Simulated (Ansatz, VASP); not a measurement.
## Ge: VASP beside Ansatz

```
CELL_PARAMETERS angstrom
6.41240 0.00000 0.00000
-3.20620 5.55330 0.00000
0.00000 0.00000 3.96763
ATOMIC_POSITIONS crystal
Ge 0.61910 0.61910 0.16667
Ge 0.38090 0.00000 0.50000
Ge 0.00000 0.38090 0.83333
Ge 0.00000 0.61910 0.33333
Ge 0.38090 0.38090 0.66667
Ge 0.61910 0.00000 0.00000
```

Alike in both runs: functional PBE; k mesh 6 × 6 × 10; occupations gaussian, width 0.1 eV; no spin polarisation.

Ansatz relaxed the structure, and its values are those at the end. VASP's run is a single point on that final structure, the one shown.

|  | VASP | Ansatz |
| --- | --- | --- |
| version | VASP 6.6.1 | Ansatz 0.2.0 |
| potentials or method | VASP PAW PBE potentials, release 64 (Ge_d), cutoff 520 eV | scalar-relativistic, plane waves, PAW |
| valence electrons in the cell | 84 | 84 |

```csv
,VASP,Ansatz,Ansatz less VASP
gap on the k mesh at the Fermi level (eV),none,none,-
pressure (GPa),0.0,0.0,+0.04
```

A gap of «none» marks a metal or a gap that the smearing closes.
